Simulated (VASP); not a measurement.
Runs of VASP 6.6.1 on ZnO. The structure is that of space group Fm-3m (No. 225), or close to it. The cells are those of the table. 

```csv
task,level,potentials or basis,cell,k mesh,cutoff (eV),smearing,second run,gap on the mesh (eV),pressure (GPa),relaxed volume (Å³/atom)
single point,PBEsol,"VASP PAW PBE potentials, release 64 (Zn, O_h)","a = 3.016 Å, angles 60.0°, 2 atoms",10 × 10 × 10,910,fermi-dirac 0.02 eV,hard_potentials,(c),(a),-
single point,LDA,"VASP PAW LDA potentials, release 64 (Zn, O_h)","a = 3.018 Å, angles 60.0°, 2 atoms",10 × 10 × 10,910,gaussian 0.01 eV,hard_potentials,0.92,-6.4,-
single point,r2SCAN,"VASP PAW PBE potentials, release 64 (Zn, O)","a = 3.018 Å, angles 60.0°, 2 atoms",10 × 10 × 10,520,gaussian 0.01 eV,-,1.55,1.5,-
single point,r2SCAN,"VASP PAW PBE potentials, release 64 (Zn, O_h)","a = 3.018 Å, angles 60.0°, 2 atoms",10 × 10 × 10,910,gaussian 0.01 eV,hard_potentials,1.55,1.1,-
single point,LDA,"VASP PAW LDA potentials, release 64 (Zn, O)","a = 3.018 Å, angles 60.0°, 2 atoms",10 × 10 × 10,520,gaussian 0.01 eV,-,0.92,-6.0,-
relaxation of cell and atoms,r2SCAN,"VASP PAW PBE potentials, release 64 (Zn, O)","relaxed from a = 3.062 Å, angles 60.0°, 2 atoms",10 × 10 × 10,600,fermi-dirac 0.02 eV,-,(b),0.0,9.77
dielectric tensor,PBE,"VASP PAW PBE potentials, release 64 (Zn, O)","a = 3.018 Å, angles 60.0°, 2 atoms",8 × 8 × 8,520,gaussian 0.01 eV,-,0.92,-,-
relaxation of cell and atoms,PBEsol,"VASP PAW PBE potentials, release 64 (Zn, O)","relaxed from a = 3.062 Å, angles 60.0°, 2 atoms",10 × 10 × 10,600,fermi-dirac 0.02 eV,-,0.82,0.0,9.75
```

Alike in all rows: no spin polarisation.

**Question.** Fill in the values left out.

**Answer.** (a) 0.8; (b) 1.52; (c) 0.84.

Caveats: the PAW data sets were made with another functional, which shifts forces and pressure a little (some runs); the cutoff is under 1.25 times the usual one of these potentials, so pressure, stress and relaxed cells hold a basis-set (Pulay) error (some runs).

A k mesh can miss the band edges.
